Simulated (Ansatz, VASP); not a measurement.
# One calculation of ScCu, two programs

The input INCAR:

```
PREC = Accurate
ENCUT = 520
EDIFF = 1E-8
ISMEAR = -1
SIGMA = 0.05
LREAL = False
LASPH = True
NELM = 80
ALGO = Normal
ISIF = 2
LWAVE = False
LCHARG = False
LEFG = True
NBANDS = 18
```

File KPOINTS:

```
Automatic mesh
0
Gamma
  11 11 11
```

The input POSCAR:

```
ScCu
1.0
    3.2988470188      0.0000000000      0.0000000000
    0.0000000000      3.2988470188      0.0000000000
    0.0000000000      0.0000000000      3.2988470188
Sc Cu
1 1
Direct
    0.5000000000      0.5000000000      0.5000000000
    0.0000000000      0.0000000000      0.0000000000
```

Input for Ansatz:

```yaml
crystal:
  lattice:
    - [3.2988470188, 0.0, 0.0]
    - [0.0, 3.2988470188, 0.0]
    - [0.0, 0.0, 3.2988470188]
  atoms:
    - { symbol: Sc, position: [0.5, 0.5, 0.5] }
    - { symbol: Cu, position: [0.0, 0.0, 0.0] }
kpoints:
  mp_grid: { grid: [11, 11, 11] }
scf:
  occupations: { method: fermi_dirac, width: 0.05 }
hamiltonian:
  xc: lda
  pseudopotentials: { kind: paw }
output:
  forces: true
  stress: true
  eigenvalues: true
  efg: { contact_densities: true }
```

Change from the starting cell: volume scaled by 1.04, PAW files.

Alike in both runs: task electric field gradients; functional LDA; k mesh 11 × 11 × 11; occupations fermi-dirac, width 0.05 eV; no spin polarisation.

|  | VASP | Ansatz |
| --- | --- | --- |
| version | VASP 6.6.1 | Ansatz 0.2.0 |
| potentials or method | VASP PAW LDA potentials, release 64 (Sc_sv, Cu) | PAW with Ansatz's default frozen-core files, scalar-relativistic |
| plane-wave cutoff (eV) | 520 | 420 |
| valence electrons in the cell | 22 | 30 |

|  | VASP | Ansatz | Ansatz less VASP |
| --- | --- | --- | --- |
| pressure (GPa) | -9.8 | -10.3 | -0.43 |

LDA's correlation is that of Perdew and Zunger in VASP and of Perdew and Wang (1992) in Ansatz. VASP's potentials hold 22 valence electrons a cell and Ansatz's 30, so a difference there can come from the potentials and not from the codes.
